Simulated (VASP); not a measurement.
# Si62C (a cell with a defect) in VASP: single point with PBE

Aim: the single point of Si62C (a cell with a defect) with PBE.

All numbers are computed with VASP 6.6.1; they aren't measurements. Logs are shortened: lines on timing, memory, paths and dates and some standing lists are left out, and cuts for length are marked.

## (1) The cell of the first run

The cell holds a defect, 63 atoms: a = 10.860 Å, b = 10.860 Å, c = 10.860 Å, α = 90.00°, β = 90.00°, γ = 90.00°.

## (2) Single point, PBE

Input file INCAR:

```
SYSTEM = Si62C
ALGO     = Normal         ! electronic algorithm
EDIFF    = 1E-7           ! SCF threshold, eV
ENCUT    = 520            ! plane-wave cutoff, eV
GGA      = PE             ! functional
ISIF     = 2              ! what is computed and relaxed
ISMEAR   = -1             ! smearing method
LASPH    = .TRUE.         ! aspherical terms in the spheres
LCHARG   = .FALSE.        ! write CHGCAR
LREAL    = Auto         
LWAVE    = .FALSE.        ! write WAVECAR
NBANDS   = 163            ! bands
NELM     = 100            ! most SCF steps
PREC     = Accurate       ! precision mode
SIGMA    = 0.02           ! smearing width, eV
```

Input file KPOINTS:

```
k-points
0
G
  1 1 1
  0 0 0
```

Input file POSCAR:

```
Si62C
1.0
   10.8600000000      0.0000000000      0.0000000000
    0.0000000000     10.8600000000      0.0000000000
    0.0000000000      0.0000000000     10.8600000000
Si C
62 1
Direct
    0.5010988029     -0.0016071823     -0.0037329650
    0.6250129834      0.1247785451      0.1227403315
    0.7527803867      0.2544338858      0.0055176796
    0.8711528545      0.3930402394      0.1385204420
    0.7513612339      0.0021420810      0.2496714549
    0.8760933702      0.1276078269      0.3726068140
    0.0000064457      0.0023595764      0.0002012891
    0.1237854512      0.1288275322      0.1266695212
    0.2529232965      0.2507633517      0.0020894107
    0.3728379374      0.3788686924      0.1304298343
    0.5044126151      0.5075597606      0.0139050645
    0.6382538674      0.6320360958      0.1421702578
    0.7489063536      0.7524326888     -0.0027534070
    0.8735488029      0.8752889503      0.1227949355
    0.2467282689     -0.0016988029      0.2492218232
    0.3674743094      0.1346841621      0.3720517495
    0.5063042357      0.2558213628      0.2488018416
    0.6385052486      0.3861820442      0.3716253223
    0.7859799263      0.5511154696      0.2930802026
    0.4959297422      0.0092737569      0.4970783610
    0.6237825967      0.1274158379      0.6248326888
    0.7525930939      0.2515831492      0.5003317680
    0.8758978821      0.3652383057      0.6371161142
    0.7539271639     -0.0134610497      0.7320802026
    0.8719682320      0.1195819521      0.8709329650
    0.0013392265      0.4999486188     -0.0025499079
    0.1290027624      0.6276104972      0.1157610497
    0.2572003683      0.7530467772     -0.0096465930
    0.3779600368      0.8757250460      0.1266599448
    0.0005577348      0.2595716390      0.2512019337
    0.1020806630      0.3986169429      0.3827058011
    0.2456557090      0.5049981584      0.2542409761
    0.3778211786      0.6269230203      0.3767019337
    0.5101720994      0.7579351750      0.2623842541
    0.6373465930      0.8850337017      0.3906351750
   -0.0129770718     -0.0169454880      0.4929795580
    0.1208237569      0.1111818600      0.6175200737
    0.2350555249      0.2582825967      0.4966675875
    0.3721043278      0.3727562615      0.6244767035
    0.5044405157      0.4958663904      0.4980707182
    0.6658449355      0.6063886740      0.5993134438
    0.8406256906      0.8321048803      0.5753821363
    0.2524031308     -0.0053606814      0.7461233886
    0.3721781768      0.1230394107      0.8743083794
    0.4993974217      0.2500576427      0.7537980663
    0.6180760589      0.3744126151      0.8866838858
    0.7492243094      0.4880039595      0.7595956722
    0.8725517495      0.6244804788      0.8735970534
   -0.0130913444      0.7337062615      0.2398358195
    0.1144084715      0.8621601289      0.3670309392
   -0.0408653775      0.5256387661      0.5188551565
    0.1208447514      0.6264339779      0.6293090239
    0.2470523941      0.7482201657      0.4980548803
    0.3793687845      0.8707436464      0.6198378453
    0.0068938306      0.2380987109      0.7507778085
    0.1257974217      0.3709845304      0.8748794659
    0.2532966851      0.5003074586      0.7522254144
    0.3898912523      0.6282734807      0.8670026703
    0.5228184162      0.7424239411      0.7266184162
    0.6243302947      0.8739557090      0.8655288214
   -0.0130013812      0.7530102210      0.7390705341
    0.1187785451      0.8763424494      0.8691833333
    0.8124809392      0.6301356354      0.4954295580
```

Potentials or basis: VASP PAW PBE potentials, release 64 (Si, C).

On the command line:

```console
cat potpaw_PBE.64/Si/POTCAR potpaw_PBE.64/C/POTCAR > POTCAR
mpirun -np 1 vasp_gam > vasp.out
```

OUTCAR:

```text
SYSTEM = Si62C
   EDIFF = 1E-7
   ENCUT = 520
   GGA = PE
   ISIF = 2
   ISMEAR = -1
   LASPH = .TRUE.
   LREAL = Auto
   NELM = 100
   PREC = Accurate

 ion  position               nearest neighbor table
   1  0.501  0.998  0.996-  44 2.36  29 2.36   2 2.36  60 2.37
   2  0.625  0.125  0.123-   3 2.35   5 2.36  17 2.36   1 2.36
   3  0.753  0.254  0.006-  46 2.35   2 2.35  25 2.44   4 2.45
   4  0.871  0.393  0.139-  30 2.36  26 2.39   3 2.45  19 2.57
   5  0.751  0.002  0.250-   6 2.34  35 2.34   2 2.36  14 2.36
   6  0.876  0.128  0.373-   5 2.34  22 2.35  30 2.37  36 2.37
[... 10 lines left out ...]
  17  0.506  0.256  0.249-  10 2.35   2 2.36  16 2.41  18 2.42
  18  0.639  0.386  0.372-  40 2.33  22 2.37  17 2.42  19 2.55
  19  0.786  0.551  0.293-  63 2.38  12 2.46  18 2.55   4 2.57  49 3.00  51 3.10
  20  0.496  0.009  0.497-  21 2.34  35 2.35  54 2.38  16 2.38
  21  0.624  0.127  0.625-  20 2.34  45 2.36  22 2.37  24 2.39
  22  0.753  0.252  0.500-  23 2.35   6 2.35  21 2.37  18 2.37
  23  0.876  0.365  0.637-  47 2.33  55 2.34  51 2.35  22 2.35
  24  0.754  0.987  0.732-  60 2.36  21 2.39  25 2.45  42 2.57
  25  0.872  0.120  0.871-  55 2.35   7 2.35   3 2.44  24 2.45
[... 13 lines left out ...]
  39  0.372  0.373  0.624-  57 2.35  45 2.38  38 2.38  40 2.40
  40  0.504  0.496  0.498-  18 2.33  33 2.38  41 2.39  39 2.40
  41  0.666  0.606  0.599-  63 1.97  47 2.35  40 2.39  59 2.55  42 3.11
  42  0.841  0.832  0.575-  63 2.38  36 2.45  61 2.53  24 2.57  35 3.04  41 3.11
  43  0.252  0.995  0.746-  62 2.35  44 2.36  54 2.36  37 2.37
  44  0.372  0.123  0.874-  45 2.35   9 2.35   1 2.36  43 2.36
  45  0.499  0.250  0.754-  44 2.35  21 2.36  46 2.36  39 2.38
  46  0.618  0.374  0.887-  47 2.34   3 2.35  11 2.35  45 2.36
  47  0.749  0.488  0.760-  23 2.33  46 2.34  41 2.35  48 2.35
  48  0.873  0.624  0.874-  47 2.35  13 2.35  26 2.37  61 2.37
  49  0.987  0.734  0.240-  14 2.34  27 2.35  50 2.40  19 3.00
  50  0.114  0.862  0.367-  36 2.35  53 2.37  49 2.40  15 2.43
  51  0.959  0.526  0.519-  63 1.97  23 2.35  52 2.39  31 2.55  19 3.10
  52  0.121  0.626  0.629-  61 2.33  53 2.38  51 2.39  57 2.39
  53  0.247  0.748  0.498-  33 2.34  54 2.36  50 2.37  52 2.38
  54  0.379  0.871  0.620-  53 2.36  43 2.36  20 2.38  59 2.39
  55  0.007  0.238  0.751-  23 2.34  25 2.35  37 2.35  56 2.36
  56  0.126  0.371  0.875-   9 2.35  26 2.36  55 2.36  57 2.38
  57  0.253  0.500  0.752-  39 2.35  56 2.38  58 2.38  52 2.39
  58  0.390  0.628  0.867-  57 2.38  28 2.39  11 2.41  59 2.44
  59  0.523  0.742  0.727-  60 2.35  54 2.39  58 2.44  41 2.55
  60  0.624  0.874  0.866-  59 2.35  24 2.36  13 2.37   1 2.37
  61  0.987  0.753  0.739-  52 2.33  48 2.37  62 2.42  42 2.53
  62  0.119  0.876  0.869-  43 2.35   7 2.36  28 2.41  61 2.42
  63  0.812  0.630  0.495-  41 1.97  51 1.97  19 2.38  42 2.38

  LATTYP: Found a simple cubic cell.
 ALAT       =    10.8600000000

  Lattice vectors:

 A1 = (  10.8600000000,   0.0000000000,   0.0000000000)
 A2 = (   0.0000000000,  10.8600000000,   0.0000000000)
 A3 = (   0.0000000000,   0.0000000000,  10.8600000000)

Analysis of symmetry for initial positions (statically):
=====================================================================
 Subroutine PRICEL returns:
 Original cell was already a primitive cell.

 Routine SETGRP: Setting up the symmetry group for a
 simple cubic supercell.

 Subroutine GETGRP returns: Found  1 space group operations
 (whereof  1 operations were pure point group operations)
 out of a pool of 48 trial point group operations.

The static configuration has the point symmetry C_1 .

Analysis of symmetry for dynamics (positions and initial velocities):
=====================================================================
 Subroutine PRICEL returns:
 Original cell was already a primitive cell.

 Routine SETGRP: Setting up the symmetry group for a
 simple cubic supercell.

 Subroutine GETGRP returns: Found  1 space group operations
 (whereof  1 operations were pure point group operations)
 out of a pool of 48 trial point group operations.

The dynamic configuration has the point symmetry C_1 .

[... 160 lines left out ...]
     0.092081031  0.000000000  0.000000000     1.000000000  0.000000000  0.000000000
     0.000000000  0.092081031  0.000000000     0.000000000  1.000000000  0.000000000
     0.000000000  0.000000000  0.092081031     0.000000000  0.000000000  1.000000000

  Length of vectors
     0.092081031  0.092081031  0.092081031

  Shift w.r.t. Gamma in fractional coordinates (k-lattice)
     0.000000000  0.000000000  0.000000000

 Subroutine IBZKPT returns following result:
 ===========================================

 Found      1 irreducible k-points:

 Following reciprocal coordinates:
            Coordinates               Weight
  0.000000  0.000000  0.000000      1.000000
   k-points           NKPTS =      1   k-points in BZ     NKDIM =      1   number of bands    NBANDS=    163
   number of dos      NEDOS =    301   number of ions     NIONS =     63
   total plane-waves  NPLWV = 592704
   dimension x,y,z NGX =    84 NGY =   84 NGZ =   84
   dimension x,y,z NGXF=   168 NGYF=  168 NGZF=  168
   ions per type =              62   1
   NGX,Y,Z   is equivalent  to a cutoff of  12.86, 12.86, 12.86 a.u.
   NGXF,Y,Z  is equivalent  to a cutoff of  25.72, 25.72, 25.72 a.u.
 SYSTEM =  Si62C
   PREC   = accura    normal or accurate (medium, high low for compatibility)
   ISTART =      0    job   : 0-new  1-cont  2-samecut
   ICHARG =      2    charge: 1-file 2-atom 10-const
   ISPIN  =      1    spin polarized calculation?
   LNONCOLLINEAR =      F non collinear calculations
   LSORBIT =      F    spin-orbit coupling
   LASPH  =      T    aspherical Exc in radial PAW
   ENCUT  =  520.0 eV  38.22 Ry    6.18 a.u.  20.19 20.19 20.19*2*pi/ulx,y,z
   NELM   =    100;   NELMIN=  2; NELMDL= -5     # of ELM steps
   EDIFF  = 0.1E-06   stopping-criterion for ELM
   LREAL  =      T    real-space projection
   EDIFFG = 0.1E-05   stopping-criterion for IOM
   NSW    =      0    number of steps for IOM
   IBRION =     -1    ionic relax: 0-MD 1-quasi-New 2-CG
   NFREE  =      0    steps in history (QN), initial steepest desc. (CG)
   ISIF   =      2    stress and relaxation
   ISYM   =      2    0-nonsym 1-usesym 2-fastsym
   POTIM  = 0.5000    time-step for ionic-motion
   TEBEG  =    0.0;   TEEND  =   0.0 temperature during run
   PSTRESS=    0.0 pullay stress
   NELECT =     252.0000    total number of electrons
   NUPDOWN=      -1.0000    fix difference up-down
   EMIN   =  10.00;   EMAX   =-10.00  energy-range for DOS
   EFERMI =   0.00;   METHOD = LEGACY
   ISMEAR =    -1;   SIGMA  =   0.02  broadening in eV -4-tet -1-fermi 0-gaus
   EFERMI_NEDOS =   21; number of points for ismear=-14 and -15
   IALGO  =     38    algorithm
   IMIX   =      4    mixing-type and parameters
     AMIX     =   0.40;   BMIX     =  1.00
     AMIX_MAG =   1.60;   BMIX_MAG =  1.00
  volume/ion in A,a.u.               =      20.33       137.20
  Fermi-wavevector in a.u.,A,eV,Ry     =   0.952164  1.799329 12.335269  0.906617
  Thomas-Fermi vector in A             =   2.080702
   LORBIT       =      0    0 simple, 1 ext, 2 COOP (PROOUT), +10 PAW based schemes
   GGA     = PE    functional components
   LHFCALC =     F    Hartree Fock is set to
   AEXX    =    0.0000 exact exchange contribution
   IVDW    =     0    specifies the selected vdW correction
   LEPSILON=     F    determine dielectric tensor
   LRPA    =     F    only Hartree local field effects (RPA)
 non-spin polarized calculation
  energy-cutoff  :      520.00
  volume of cell :     1280.82
 maximum number of plane-waves:     17229
 NGX is ok and might be reduce to    84
   NGX = 41   NGY = 41   NGZ = 41

 number of electron     252.0000000 magnetization

 Free energy of the ion-electron system (eV)
  ---------------------------------------------------
  ext. energy  EPLUGINS =         0.00000000
  ---------------------------------------------------
  free energy    TOTEN  =      -332.31929184 eV

  energy without entropy =     -332.31746009  energy(sigma->0) =     -332.31837597

 E-fermi :   5.7362     XC(G=0):  -9.3400

 val. band max:        5.6228053291   @ k =   0.0000   0.0000   0.0000
 cond. band min:       5.8496622775   @ k =   0.0000   0.0000   0.0000
 fundamental gap:      0.2268569484
 Fermi energy:         5.7362338437

 k-point     1 :       0.0000    0.0000    0.0000
  band No.  band energies     occupation
      1      -6.4575      2.00000
      2      -5.9267      2.00000
      3      -5.1404      2.00000
      4      -5.1244      2.00000
      5      -5.1143      2.00000
      6      -5.1048      2.00000
[... 130 lines left out ...]
    137       6.8234      0.00000
    138       6.8884      0.00000
 [bands above 138 left out]

------------------------ aborting loop because EDIFF is reached ----------------------------------------

  FORCE on cell =-STRESS in cart. coord.  units (eV):
  Direction    XX          YY          ZZ          XY          YZ          ZX
  --------------------------------------------------------------------------------------
  -------------------------------------------------------------------------------------
  Total       -9.4842857     -5.1952086     -5.3683642     -3.7787656     -6.9415138     -3.3613628
  in kB      -11.8638524     -6.4986642     -6.7152638     -4.7268417     -8.6831099     -4.2047144
  external PRESSURE =      -8.3592601 kB  Pullay stress =       0.0000000 kB

 VOLUME and BASIS-vectors are now :
 -----------------------------------------------------------------------------
  energy-cutoff  :      520.00
  volume of cell :     1280.82
      direct lattice vectors                 reciprocal lattice vectors
    10.860000000  0.000000000  0.000000000     0.092081031  0.000000000  0.000000000
     0.000000000 10.860000000  0.000000000     0.000000000  0.092081031  0.000000000
     0.000000000  0.000000000 10.860000000     0.000000000  0.000000000  0.092081031

 POSITION                                       TOTAL-FORCE (eV/Angst)
 -----------------------------------------------------------------------------------
      5.44193     10.84255     10.81946         0.002507     -0.000875     -0.002474
      6.78764      1.35509      1.33296        -0.000622     -0.002341      0.000873
      8.17519      2.76315      0.05992        -0.003052     -0.003097     -0.001649
      9.46072      4.26842      1.50433         0.008203     -0.005444     -0.005916
      8.15978      0.02326      2.71143         0.002001     -0.001299      0.000991
      9.51437      1.38582      4.04651        -0.000896     -0.000992      0.002908
[... 55 lines left out ...]
      1.28993      9.51708      9.43933         0.001174     -0.001126     -0.002008
      8.82354      6.84327      5.38036         0.019309      0.004904     -0.006274
 -----------------------------------------------------------------------------------
    total drift:                               -0.006145     -0.014029      0.004084

  FREE ENERGIE OF THE ION-ELECTRON SYSTEM (eV)
  ---------------------------------------------------
  free  energy   TOTEN  =      -332.3192918384 eV

  energy  without entropy=     -332.3174600949  energy(sigma->0) =     -332.31837597
```

Wall time 8 min (1 thread of Intel Xeon Platinum 8259CL at 2.50GHz (Skylake/Cascade Lake), shared host); peak memory 1 GiB.

Results:

| Item | Value |
| --- | --- |
| Free energy | -332.3193 eV |
| Pressure | -0.8 GPa |
| Largest force | 0.025 eV/Å |

Forces on the atoms (eV/Å):
```
Si   0.003 -0.001 -0.002
Si  -0.001 -0.002  0.001
Si  -0.003 -0.003 -0.002
Si   0.008 -0.005 -0.006
Si   0.002 -0.001  0.001
Si  -0.001 -0.001  0.003
Si  -0.002 -0.003  0.000
Si   0.002 -0.002 -0.003
Si   0.004  0.000 -0.001
Si   0.002 -0.002  0.001
Si   0.000 -0.004 -0.001
Si  -0.003  0.007 -0.005
Si  -0.002  0.003 -0.003
Si  -0.002  0.001 -0.001
Si  -0.001 -0.005  0.001
Si   0.001  0.000  0.001
Si   0.000 -0.001 -0.002
Si  -0.001 -0.006  0.010
Si  -0.008  0.001 -0.008
Si  -0.002 -0.002  0.003
Si  -0.004  0.000 -0.003
Si   0.000 -0.004  0.003
Si   0.000  0.002 -0.001
Si  -0.004  0.008  0.002
Si   0.010  0.001  0.000
Si   0.000  0.003 -0.002
Si  -0.002 -0.003 -0.001
Si   0.000 -0.003  0.002
Si   0.002  0.004 -0.003
Si  -0.003 -0.003  0.001
Si  -0.002 -0.007 -0.004
Si   0.002  0.006  0.000
Si  -0.001  0.003  0.003
Si  -0.004 -0.006  0.001
Si  -0.004  0.008 -0.005
Si   0.001  0.001 -0.004
Si   0.001  0.002 -0.001
Si   0.000 -0.002  0.007
Si   0.004 -0.001 -0.002
Si  -0.002  0.001  0.001
Si  -0.018 -0.007  0.016
Si  -0.006  0.004  0.008
Si   0.000  0.000 -0.003
Si   0.003 -0.002 -0.002
Si  -0.002 -0.001  0.003
Si   0.002  0.001 -0.002
Si  -0.003  0.000  0.002
Si  -0.002  0.002 -0.004
Si   0.008  0.005  0.003
Si   0.002  0.003  0.003
Si   0.010  0.003  0.006
Si   0.000  0.005  0.000
Si  -0.003 -0.002 -0.002
Si   0.000  0.001  0.000
Si  -0.001  0.002 -0.002
Si  -0.001  0.000  0.000
Si   0.003 -0.001 -0.002
Si  -0.002  0.005  0.000
Si  -0.006  0.001 -0.002
Si  -0.001 -0.004 -0.001
Si   0.005  0.001  0.006
Si   0.001 -0.001 -0.002
C    0.019  0.005 -0.006
```

Caveat: the k points lie up to 0.58 Å⁻¹ apart.
